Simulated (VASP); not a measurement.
**NaI (zincblende type): electric field gradients with r2SCAN**

The system is NaI (zincblende type).

```xyz
2
Lattice="0.0000 3.5814 3.5814 3.5814 0.0000 3.5814 3.5814 3.5814 0.0000" Properties=species:S:1:pos:R:3 pbc="T T T"
Na    0.0000    0.0000    0.0000
I     1.7907    1.7907    1.7907
```

| Item | Value |
| --- | --- |
| Program | VASP 6.6.1 |
| Task | electric field gradients |
| Functional | r2SCAN |
| Potentials or basis | VASP PAW PBE potentials, release 64 (Na_pv, I) |
| Cutoff | 520 eV |
| k mesh | 10 × 10 × 10 |
| Occupations | fermi-dirac, width 0.05 eV |
| Spin | no spin polarisation |
| Dipole correction | no |
| Further INCAR settings | ALGO = Normal; EDIFF = 1e-08; NBANDS = 14 |

The pressure is -0.4 GPa and the band gap on the k mesh is 4.37 eV, direct.

Levels at points of the mesh, in eV from the valence-band top:
| k point | band 3 | band 4 | band 5 | band 6 | band 7 | band 8 | band 9 | band 10 | band 11 | band 12 |
| --- | --- | --- | --- | --- | --- | --- | --- | --- | --- | --- |
| (0.00, 0.00, 0.00) | -22.94 | -10.69 | 0.00 | 0.00 | 0.00 | 4.37 | 8.51 | 8.51 | 8.51 | 10.21 |
| (0.50, 0.00, 0.00) | -22.94 | -10.57 | -1.15 | -0.13 | -0.13 | 6.04 | 8.07 | 8.21 | 8.21 | 11.18 |
| (0.50, 0.50, 0.00) | -22.94 | -10.53 | -1.06 | -0.38 | -0.38 | 5.59 | 6.83 | 9.64 | 11.08 | 11.08 |

It took 3.7 min on 1 thread of Intel(R) Xeon(R) Platinum 8488C (Sapphire Rapids) (shared host), peak memory 0.28 GiB.

Caveat: without QUAD_EFG the Cq values of the log hold for a quadrupole moment of 1 mb, not for the nuclei; the PAW data sets were made with another functional, which shifts forces and pressure a little; spin-orbit coupling is left out, which moves the levels of the heavy elements. r2SCAN opens gaps a little over a GGA but as a rule still falls short of measured ones.
